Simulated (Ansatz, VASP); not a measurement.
**NaLaZrNbO6 in VASP and in Ansatz**

INCAR

```
  PREC = Accurate
  ENCUT = 520
  EDIFF = 1E-6
  ISMEAR = 0
  SIGMA = 0.1
  LREAL = False
  LASPH = True
  NELM = 100
  ALGO = Normal
  ISIF = 2
  LWAVE = False
  LCHARG = True
  GGA = PS
  LELF = True
  LVHAR = True
  NBANDS = 50
```

File KPOINTS:

```
Automatic mesh
0
Gamma
  5 5 5
```

POSCAR

```
NaLaZrNbO6
1.0
    0.0000000000      4.1105870000      4.1105870000
    4.1105870000      0.0000000000      4.1105870000
    4.1105870000      4.1105870000      0.0000000000
Na La Zr Nb O
1 1 1 1 6
Direct
    0.7500000000      0.7500000000      0.7500000000
    0.2500000000      0.2500000000      0.2500000000
    0.5000000000      0.5000000000      0.5000000000
    0.0000000000      0.0000000000      0.0000000000
    0.7544010000      0.2455990000      0.2455990000
    0.2455990000      0.7544010000      0.7544010000
    0.7544010000      0.7544010000      0.2455990000
    0.2455990000      0.2455990000      0.7544010000
    0.2455990000      0.7544010000      0.2455990000
    0.7544010000      0.2455990000      0.7544010000
```

Input for Ansatz:

```yaml
crystal:
  lattice:
    - [0.0, 4.110587, 4.110587]
    - [4.110587, 0.0, 4.110587]
    - [4.110587, 4.110587, 0.0]
  atoms:
    - { symbol: Na, position: [0.75, 0.75, 0.75] }
    - { symbol: La, position: [0.25, 0.25, 0.25] }
    - { symbol: Zr, position: [0.5, 0.5, 0.5] }
    - { symbol: Nb, position: [0.0, 0.0, 0.0] }
    - { symbol: O, position: [0.754401, 0.245599, 0.245599] }
    - { symbol: O, position: [0.245599, 0.754401, 0.754401] }
    - { symbol: O, position: [0.754401, 0.754401, 0.245599] }
    - { symbol: O, position: [0.245599, 0.245599, 0.754401] }
    - { symbol: O, position: [0.245599, 0.754401, 0.245599] }
    - { symbol: O, position: [0.754401, 0.245599, 0.754401] }
kpoints:
  mp_grid:
    grid: [5, 5, 5]
hamiltonian:
  xc: pbesol
scf:
  occupations:
    method: gaussian
    width: 0.1
output:
  forces: true
```

Alike in both runs: task single point; functional PBEsol; k mesh 5 × 5 × 5; occupations gaussian, width 0.1 eV; no spin polarisation.

|  | VASP | Ansatz |
| --- | --- | --- |
| version | VASP 6.6.1 | Ansatz 0.2.0 |
| potentials or method | VASP PAW PBE potentials, release 64 (Na_pv, La, Zr_sv, Nb_sv, O) | plane waves, PAW |
| plane-wave cutoff (eV) | 520 | 420 |
| valence electrons in the cell | 79 | 81 |

Ansatz gave:

| Property | Result |
| --- | --- |
| rms of the force components (eV/Å) | 0.076 |

**Question.** Estimate VASP's values.

**Answer.** rms of the force components (eV/Å): 0.091.

VASP's potentials were made for PBE, not for PBEsol. Atom by atom the forces differ by 0.015 eV/Å (rms over components). VASP's potentials hold 79 valence electrons a cell and Ansatz's 81, so a difference there can come from the potentials and not from the codes.

Spin-orbit coupling is off throughout.
